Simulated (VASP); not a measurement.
PbS, 2 atoms in the cell. The structure is cubic, space group Fm-3m (No. 225). The conventional cell has a = 5.634 Å, b = 5.634 Å, c = 5.634 Å, α = 90.00°, β = 90.00°, γ = 90.00°. Within 3.7 Å of Pb (site symmetry m-3m) lie 6 S at 2.82 Å. S (site symmetry m-3m) has 6 Pb at 2.82 Å within 3.7 Å.  This cell differs from its parent crystal: strain -0.050 along x and y, -0.050 along z.

```yaml
Program: VASP 6.6.1
Task: single point
Functional: PBE
Dispersion: D3(BJ)
Potentials_or_basis: VASP PAW PBE potentials, release 64 (Pb_d, S)
Cutoff: 520 eV
k_mesh: 10 × 10 × 10
Occupations: gaussian, width 0.03 eV
Spin: no spin polarisation
Dipole_correction: no
Further_INCAR_settings: ALGO = Normal; EDIFF = 1e-07; NBANDS = 17
```

Potentials or basis: VASP PAW PBE potentials, release 64 (Pb_d, S).

The run is started by

```bash
$ cat potpaw_PBE.64/Pb_d/POTCAR potpaw_PBE.64/S/POTCAR > POTCAR
$ mpirun -np 1 vasp_std > vasp.out
```

Hardware: 1 thread of Intel Xeon 8259CL (shared host).

Q: How long does it take, and how much memory?

A: Wall time 60 s on 1 thread of Intel Xeon 8259CL, with other jobs on the host, peak memory 0.2 GiB. Counts: scf iterations 15, k points 47.
